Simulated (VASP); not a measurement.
# MgO2 (R-3m) in VASP: notebook

The runs below take MgO2 through single point, relaxation of shape and atoms at fixed volume, with PBEsol.

Everything below comes from runs of VASP 6.6.1. Logs are shortened: lines on timing, memory, paths and dates and some standing lists are left out, and cuts for length are marked.

### 1 The cell of the first run

It takes space group R-3m (No. 166, trigonal). The conventional cell has a = 3.168 Å, b = 3.168 Å, c = 10.372 Å, α = 90.00°, β = 90.00°, γ = 120.00°. Mg (site symmetry -3m) has 6 O at 2.08 Å within 2.8 Å. O (site symmetry 3m) has 1 O at 1.47 Å within 2.0 Å.

### 2 Single point, PBEsol

The input, INCAR:

```
SYSTEM = MgO2
PREC = Accurate
ENCUT = 750
EDIFF = 1E-6
ISMEAR = 0
SIGMA = 0.02
LREAL = .FALSE.
LASPH = .TRUE.
NELM = 120
ALGO = Normal
ISIF = 2
LWAVE = .FALSE.
LCHARG = .FALSE.
GGA = PS
NBANDS = 18
GGA_COMPAT = .FALSE.
```

The input, KPOINTS:

```
regular mesh
0
G
  12 12 12
  0 0 0
```

The input, POSCAR:

```
MgO2
1.0
    1.5838234698      0.9144209066      3.4573706250
   -1.5838234698      0.9144209066      3.4573706250
    0.0000000000     -1.8288418132      3.4573706250
Mg O
1 2
Direct
    0.0000000000      0.0000000000      0.0000000000
    0.4291433728      0.4291433728      0.4291433728
    0.5708566272      0.5708566272      0.5708566272
```

Potentials or basis: VASP PAW PBE potentials, release 64 (Mg_sv, O).

Started as:

```
> cat potpaw_PBE.64/Mg_sv/POTCAR potpaw_PBE.64/O/POTCAR > POTCAR
> mpirun -np 1 vasp_std > vasp.out
```

OUTCAR:

```text
SYSTEM = MgO2
   PREC = Accurate
   ENCUT = 750
   EDIFF = 1E-6
   ISMEAR = 0
   LREAL = .FALSE.
   LASPH = .TRUE.
   NELM = 120
   ISIF = 2
   GGA = PS

 ion  position               nearest neighbor table
   1  0.000  0.000  0.000-   3 2.08   2 2.08   3 2.08   3 2.08   2 2.08   2 2.08
   2  0.429  0.429  0.429-   3 1.47   1 2.08   1 2.08   1 2.08
   3  0.571  0.571  0.571-   2 1.47   1 2.08   1 2.08   1 2.08

  LATTYP: Found a trigonal (rhomboedric) cell.
 ALAT       =     3.9112752417
 COS(alpha) =     0.6720506411

  Lattice vectors:

 A1 = (   1.5838234698,   0.9144209066,   3.4573706250)
 A2 = (  -1.5838234698,   0.9144209066,   3.4573706250)
 A3 = (   0.0000000000,  -1.8288418132,   3.4573706250)

Analysis of symmetry for initial positions (statically):
=====================================================================
 Subroutine PRICEL returns:
 Original cell was already a primitive cell.

 Routine SETGRP: Setting up the symmetry group for a
 trigonal (rhombohedral) supercell.

 Subroutine GETGRP returns: Found 12 space group operations
 (whereof 12 operations were pure point group operations)
 out of a pool of 12 trial point group operations.

The static configuration has the point symmetry D_3d.

Analysis of symmetry for dynamics (positions and initial velocities):
=====================================================================
 Subroutine PRICEL returns:
 Original cell was already a primitive cell.

 Routine SETGRP: Setting up the symmetry group for a
 trigonal (rhombohedral) supercell.

 Subroutine GETGRP returns: Found 12 space group operations
 (whereof 12 operations were pure point group operations)
 out of a pool of 12 trial point group operations.

The dynamic configuration has the point symmetry D_3d.

 Subroutine INISYM returns: Found 12 space group operations
 (whereof 12 operations are pure point group operations),
 and found     1 'primitive' translations

----------------------------------------------------------------------------------------

                                     Primitive cell

  volume of cell :      30.0435

  direct lattice vectors                    reciprocal lattice vectors
     1.583823470  0.914420907  3.457370625     0.315691748  0.182264716  0.096412381
    -1.583823470  0.914420907  3.457370625    -0.315691748  0.182264716  0.096412381
     0.000000000 -1.828841813  3.457370625     0.000000000 -0.364529432  0.096412381

  length of vectors
     3.911275242  3.911275242  3.911275242     0.377063726  0.377063726  0.377063726

  position of ions in fractional coordinates (direct lattice)
     0.000000000  0.000000000  0.000000000
     0.429143373  0.429143373  0.429143373
     0.570856627  0.570856627  0.570856627

  ion indices of the primitive-cell ions
   primitive index   ion index
                 1           1
                 2           2
                 3           3

----------------------------------------------------------------------------------------

 KPOINTS: regular mesh

Automatic generation of k-mesh.
 Grid dimensions read from file:
 generate k-points for:   12   12   12

 Generating k-lattice:

  Cartesian coordinates                     Fractional coordinates (reciprocal lattice)
     0.026307646  0.015188726  0.008034365     0.083333333  0.000000000  0.000000000
    -0.026307646  0.015188726  0.008034365     0.000000000  0.083333333  0.000000000
     0.000000000 -0.030377453  0.008034365     0.000000000  0.000000000  0.083333333

  Length of vectors
     0.031421977  0.031421977  0.031421977

  Shift w.r.t. Gamma in fractional coordinates (k-lattice)
     0.000000000  0.000000000  0.000000000

 Subroutine IBZKPT returns following result:
 ===========================================

 Found    189 irreducible k-points:

 Following reciprocal coordinates:
            Coordinates               Weight
  0.000000  0.000000  0.000000      1.000000
  0.083333  0.000000  0.000000      6.000000
  0.166667  0.000000 -0.000000      6.000000
  0.250000  0.000000  0.000000      6.000000
  0.333333  0.000000  0.000000      6.000000
  0.416667  0.000000  0.000000      6.000000
[... 16 lines left out ...]
  0.500000  0.166667  0.000000     12.000000
 -0.416667  0.166667 -0.000000     12.000000
 [... further k-points ...]
   k-points           NKPTS =    189   k-points in BZ     NKDIM =    189   number of bands    NBANDS=     18
   number of dos      NEDOS =    301   number of ions     NIONS =      3
   total plane-waves  NPLWV =  46656
   dimension x,y,z NGX =    36 NGY =   36 NGZ =   36
   dimension x,y,z NGXF=    72 NGYF=   72 NGZF=   72
   ions per type =               1   2
   NGX,Y,Z   is equivalent  to a cutoff of  15.30, 15.30, 15.30 a.u.
   NGXF,Y,Z  is equivalent  to a cutoff of  30.60, 30.60, 30.60 a.u.
 SYSTEM =  MgO2
   PREC   = accura    normal or accurate (medium, high low for compatibility)
   ISTART =      0    job   : 0-new  1-cont  2-samecut
   ICHARG =      2    charge: 1-file 2-atom 10-const
   ISPIN  =      1    spin polarized calculation?
   LNONCOLLINEAR =      F non collinear calculations
   LSORBIT =      F    spin-orbit coupling
   LASPH  =      T    aspherical Exc in radial PAW
   ENCUT  =  750.0 eV  55.12 Ry    7.42 a.u.   8.73  8.73  8.73*2*pi/ulx,y,z
   NELM   =    120;   NELMIN=  2; NELMDL= -5     # of ELM steps
   EDIFF  = 0.1E-05   stopping-criterion for ELM
   LREAL  =      F    real-space projection
   EDIFFG = 0.1E-04   stopping-criterion for IOM
   NSW    =      0    number of steps for IOM
   IBRION =     -1    ionic relax: 0-MD 1-quasi-New 2-CG
   NFREE  =      0    steps in history (QN), initial steepest desc. (CG)
   ISIF   =      2    stress and relaxation
   ISYM   =      2    0-nonsym 1-usesym 2-fastsym
   POTIM  = 0.5000    time-step for ionic-motion
   TEBEG  =    0.0;   TEEND  =   0.0 temperature during run
   PSTRESS=    0.0 pullay stress
   NELECT =      22.0000    total number of electrons
   NUPDOWN=      -1.0000    fix difference up-down
   EMIN   =  10.00;   EMAX   =-10.00  energy-range for DOS
   EFERMI =   0.00;   METHOD = LEGACY
   ISMEAR =     0;   SIGMA  =   0.02  broadening in eV -4-tet -1-fermi 0-gaus
   EFERMI_NEDOS =   21; number of points for ismear=-14 and -15
   IALGO  =     38    algorithm
   IMIX   =      4    mixing-type and parameters
     AMIX     =   0.40;   BMIX     =  1.00
     AMIX_MAG =   1.60;   BMIX_MAG =  1.00
  volume/ion in A,a.u.               =      10.01        67.58
  Fermi-wavevector in a.u.,A,eV,Ry     =   1.475590  2.788461 29.624859  2.177366
  Thomas-Fermi vector in A             =   2.590221
   LORBIT       =      0    0 simple, 1 ext, 2 COOP (PROOUT), +10 PAW based schemes
   GGA     = PS    functional components
   LHFCALC =     F    Hartree Fock is set to
   AEXX    =    0.0000 exact exchange contribution
   IVDW    =     0    specifies the selected vdW correction
   LEPSILON=     F    determine dielectric tensor
   LRPA    =     F    only Hartree local field effects (RPA)
 non-spin polarized calculation
 Gauss-broadening in eV      SIGMA  =   0.02
  energy-cutoff  :      750.00
  volume of cell :       30.04
 maximum number of plane-waves:      1414
   NGX = 17   NGY = 17   NGZ = 17

 number of electron      21.9999998 magnetization

 Free energy of the ion-electron system (eV)
  ---------------------------------------------------
  ext. energy  EPLUGINS =         0.00000000
  ---------------------------------------------------
  free energy    TOTEN  =       -17.20088059 eV

  energy without entropy =      -17.20088059  energy(sigma->0) =      -17.20088059

 E-fermi :   2.8691     XC(G=0): -10.8023

 val. band max:        2.7748072668   @ k =   0.5000   0.5000   0.5000
 cond. band min:       5.2253964228   @ k =   0.5000   0.5000   0.5000
 fundamental gap:      2.4505891560
 Fermi energy:         2.8691207163

 k-point     1 :       0.0000    0.0000    0.0000
  band No.  band energies     occupation
      1     -70.2543      2.00000
      2     -37.2264      2.00000
      3     -37.1967      2.00000
      4     -37.1967      2.00000
      5     -18.8873      2.00000
      6     -11.6995      2.00000
[... 10 lines left out ...]
     17      17.5716      0.00000
     18      19.5842      0.00000

 k-point     2 :       0.0833    0.0000    0.0000
  band No.  band energies     occupation
      1     -70.2541      2.00000
      2     -37.2260      2.00000
      3     -37.1993      2.00000
      4     -37.1973      2.00000
      5     -18.8528      2.00000
      6     -11.7223      2.00000
[... 10 lines left out ...]
     17      17.7709      0.00000
     18      19.2574      0.00000

 k-point     3 :       0.1667    0.0000   -0.0000
  band No.  band energies     occupation
      1     -70.2536      2.00000
      2     -37.2250      2.00000
      3     -37.2069      2.00000
      4     -37.1988      2.00000
      5     -18.7570      2.00000
      6     -11.7842      2.00000
[... 10 lines left out ...]
     17      18.3518      0.00000
     18      18.5336      0.00000

 k-point     4 :       0.2500    0.0000    0.0000
  band No.  band energies     occupation
      1     -70.2529      2.00000
      2     -37.2239      2.00000
      3     -37.2171      2.00000
      4     -37.2009      2.00000
      5     -18.6222      2.00000
      6     -11.8686      2.00000
[... 375 lines left out ...]
      4     -37.2077      2.00000
      5     -18.3908      2.00000
      6     -12.1573      2.00000
[... 10 lines left out ...]
     17      18.2228      0.00000
     18      20.0059      0.00000

 k-point    23 :       0.5000    0.1667    0.0000
  band No.  band energies     occupation
      1     -70.2515      2.00000
      2     -37.2326      2.00000
      3     -37.2210      2.00000
      4     -37.2106      2.00000
      5     -18.3152      2.00000
      6     -12.1464      2.00000
[... 10 lines left out ...]
     17      17.7072      0.00000
     18      20.2155      0.00000

 k-point    24 :      -0.4167    0.1667   -0.0000
  band No.  band energies     occupation
      1     -70.2514      2.00000
      2     -37.2345      2.00000
      3     -37.2206      2.00000
      4     -37.2117      2.00000
      5     -18.3017      2.00000
      6     -12.0864      2.00000
[... 10 lines left out ...]
     17      17.4540      0.00000
     18      20.2068      0.00000

 [... further k-points ...]

------------------------ aborting loop because EDIFF is reached ----------------------------------------

  FORCE on cell =-STRESS in cart. coord.  units (eV):
  Direction    XX          YY          ZZ          XY          YZ          ZX
  --------------------------------------------------------------------------------------
  -------------------------------------------------------------------------------------
  Total       -0.0859367     -0.0859367      0.1527864      0.0000000      0.0000000      0.0000000
  in kB       -4.5828845     -4.5828845      8.1478921      0.0000000      0.0000000      0.0000000
  external PRESSURE =      -0.3392923 kB  Pullay stress =       0.0000000 kB

 VOLUME and BASIS-vectors are now :
 -----------------------------------------------------------------------------
  energy-cutoff  :      750.00
  volume of cell :       30.04
      direct lattice vectors                 reciprocal lattice vectors
     1.583823470  0.914420907  3.457370625     0.315691748  0.182264716  0.096412381
    -1.583823470  0.914420907  3.457370625    -0.315691748  0.182264716  0.096412381
     0.000000000 -1.828841813  3.457370625     0.000000000 -0.364529432  0.096412381

 POSITION                                       TOTAL-FORCE (eV/Angst)
 -----------------------------------------------------------------------------------
      0.00000      0.00000      0.00000         0.000000     -0.000000     -0.000000
      0.00000      0.00000      4.45112         0.000000     -0.000000     -0.134129
      0.00000      0.00000      5.92099         0.000000      0.000000      0.134129
 -----------------------------------------------------------------------------------
    total drift:                               -0.000000     -0.000000      0.000000

  FREE ENERGIE OF THE ION-ELECTRON SYSTEM (eV)
  ---------------------------------------------------
  free  energy   TOTEN  =       -17.2008805879 eV

  energy  without entropy=      -17.2008805879  energy(sigma->0) =      -17.20088059
```

Run time: 2.9 min. Hardware: 1 thread of AMD EPYC 7R13 (Zen 3), shared host; peak memory 0.28 GiB.

What came out:

```yaml
Free_energy: -17.2009 eV
Pressure: 0.0 GPa
Largest_force: 0.134 eV/Å
Band_gap_on_the_k_mesh: 2.45 eV
```

Forces in eV/Å, atoms in the order of the input:
```
Mg   0.000  0.000  0.000
O    0.000  0.000 -0.134
O    0.000  0.000  0.134
```

Caveat: the PAW data sets were made with another functional, which shifts forces and pressure a little.

### 3 Relaxation of shape and atoms at fixed volume, PBEsol (9.41 Å³/atom)

This run uses another cell than the first one, of 9.41 Å³/atom.

The input, INCAR:

```
SYSTEM = MgO2
ALGO     = Normal         ! electronic algorithm
EDIFF    = 1E-7           ! SCF threshold, eV
EDIFFG   = -0.01          ! ionic threshold
ENCUT    = 750            ! plane-wave cutoff, eV
GGA      = PS             ! functional
GGA_COMPAT= .False.      
IBRION   = 2              ! ionic algorithm
ISIF     = 4              ! what is computed and relaxed
ISMEAR   = 0              ! smearing method
LASPH    = .True.         ! aspherical terms in the spheres
LCHARG   = .False.        ! write CHGCAR
LREAL    = .False.        ! projectors in reciprocal space
LWAVE    = .False.        ! write WAVECAR
NELM     = 120            ! most SCF steps
NELMIN   = 4            
NSW      = 50             ! ionic steps
PREC     = Accurate       ! precision mode
SIGMA    = 0.02           ! smearing width, eV
```

The input, KPOINTS:

```
k-points
0
Gamma
  12 12 12
  0 0 0
```

The input, POSCAR:

```
MgO2
1.0
    1.5482305885      0.8938713470      3.4010737662
   -1.5482305885      0.8938713470      3.4010737662
    0.0000000000     -1.7877426940      3.4010737662
Mg O
1 2
Direct
    0.0000000000      0.0000000000      0.0000000000
    0.4291373465      0.4291373465      0.4291373465
    0.5708626535      0.5708626535      0.5708626535
```

Potentials or basis: VASP PAW PBE potentials, release 64 (Mg_sv, O).

Started as:

```
> cat potpaw_PBE.64/Mg_sv/POTCAR potpaw_PBE.64/O/POTCAR > POTCAR
> mpirun -np 1 vasp_std > vasp.out
```

Wall time 7.3 min (1 thread of AMD EPYC 9R14 (Zen 4), shared host); peak memory 0.26 GiB.

Results (log left out):

```yaml
Free_energy: -17.1464 eV
Energy_gained_by_relaxing: 0.9 meV/atom
Ionic_steps: 6
Pressure_after_relaxing: 8.9 GPa
Band_gap_on_the_k_mesh: 2.59 eV
```

The path:
```csv
step,energy change (eV),largest force (eV/Å),pressure (GPa),volume (Å³)
1,0.0000,0.3179,9.49,28.24
2,0.0127,0.8925,7.92,28.24
3,-0.0023,0.0483,8.97,28.24
4,-0.0023,0.0416,8.99,28.24
5,-0.0026,0.0182,8.92,28.24
6,-0.0026,0.0003,8.86,28.24
```

Final structure:
```
Mg O
1.0
     1.54421    0.89155    3.41879
    -1.54421    0.89155    3.41879
     0.00000   -1.78310    3.41879
Mg O
1 2
Direct
  0.00000 0.00000 0.00000
  0.42898 0.42898 0.42898
  0.57102 0.57102 0.57102
```

Levels at points of the mesh, in eV from the valence-band top:
| k point | band 9 | band 10 | band 11 | band 12 | band 13 | band 14 |
| --- | --- | --- | --- | --- | --- | --- |
| (0.00, 0.00, 0.00) | -3.60 | -0.93 | -0.93 | 4.99 | 5.15 | 12.70 |
| (0.50, 0.00, 0.00) | -4.03 | -1.39 | -1.33 | 4.43 | 8.95 | 11.14 |
| (0.50, 0.50, 0.00) | -4.71 | -2.41 | -0.21 | 3.80 | 7.97 | 11.69 |
| (0.50, 0.50, 0.50) | -4.19 | 0.00 | 0.00 | 2.59 | 5.07 | 10.25 |

Caveat: the PAW data sets were made with another functional, which shifts forces and pressure a little.

(Part 1 of 2 ends here.)
